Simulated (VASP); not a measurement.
Write the native input for VASP 6.6.1 that does the following.

| Quantity | Value |
| --- | --- |
| Task | single point |
| Functional | r2SCAN |
| Potentials or basis | VASP PAW PBE potentials, release 64 (Li_sv, F) |
| Cutoff | 520 eV |
| k mesh | 10 × 10 × 10 |
| Occupations | gaussian, width 0.05 eV |
| Spin | no spin polarisation |
| Dipole correction | no |
| Further INCAR settings | ALGO = Normal; EDIFF = 1e-07; NBANDS = 12 |

The system is LiF.

```
CELL_PARAMETERS angstrom
0.00000 2.01400 2.01400
2.16505 0.00000 2.01400
2.16505 2.01400 0.00000
ATOMIC_POSITIONS crystal
Li 0.00000 0.00000 0.00000
F 0.50000 0.50000 0.50000
```

This cell differs from its parent crystal: strain +0.0750 x Voigt [1, 0, 0, 0, 0, 0].

These files were run (other wordings do the same):

POSCAR

```
LiF
1.0
    0.0000000000      2.0140000000      2.0140000000
    2.1650500000      0.0000000000      2.0140000000
    2.1650500000      2.0140000000      0.0000000000
Li F
1 1
Direct
    0.0000000000      0.0000000000      0.0000000000
    0.5000000000      0.5000000000      0.5000000000
```

INCAR.step1

```
PREC     = Accurate       # precision mode
ENCUT    = 520            # plane-wave cutoff, eV
ISMEAR   = 0              # smearing method
SIGMA    = 0.05           # smearing width, eV
LREAL    = F              # projectors in reciprocal space
LASPH    = T              # aspherical terms in the spheres
NELM     = 60             # most SCF steps
NBANDS   = 12             # bands
GGA      = PE             # functional
ALGO     = Normal         # electronic algorithm
EDIFF    = 1E-4           # SCF threshold, eV
LWAVE    = T              # write WAVECAR
LCHARG   = F              # write CHGCAR
```

INCAR.step2

```
PREC     = Accurate       # precision mode
ENCUT    = 520            # plane-wave cutoff, eV
EDIFF    = 1E-7           # SCF threshold, eV
ISMEAR   = 0              # smearing method
SIGMA    = 0.05           # smearing width, eV
LREAL    = F              # projectors in reciprocal space
LASPH    = T              # aspherical terms in the spheres
NELM     = 60             # most SCF steps
ALGO     = Normal         # electronic algorithm
ISIF     = 2              # what is computed and relaxed
LWAVE    = F              # write WAVECAR
LCHARG   = T              # write CHGCAR
METAGGA  = R2SCAN         # meta-GGA
LMIXTAU  = T            
LELF     = T              # ELF
LVHAR    = T            
NBANDS   = 12             # bands
ISTART   = 1
```

KPOINTS

```
regular mesh
0
Gamma
  10 10 10
```

Potentials or basis: VASP PAW PBE potentials, release 64 (Li_sv, F).

Launch:

```sh
$ cat potpaw_PBE.64/Li_sv/POTCAR potpaw_PBE.64/F/POTCAR > POTCAR
$ cp INCAR.step1 INCAR
$ mpirun -np 1 vasp_std > vasp.out
$ cp INCAR.step2 INCAR
$ mpirun -np 1 vasp_std > vasp.out
```

Results of the run:

```yaml
Band_gap_on_the_k_mesh: 9.50 eV, direct
```

Caveat: the cell differs from its parent crystal (strain +0.0750 x Voigt [1, 0, 0, 0, 0, 0]).

Wall time 4.3 min on 1 thread of AMD EPYC 7R13 (shared host), peak memory 0.12 GiB.
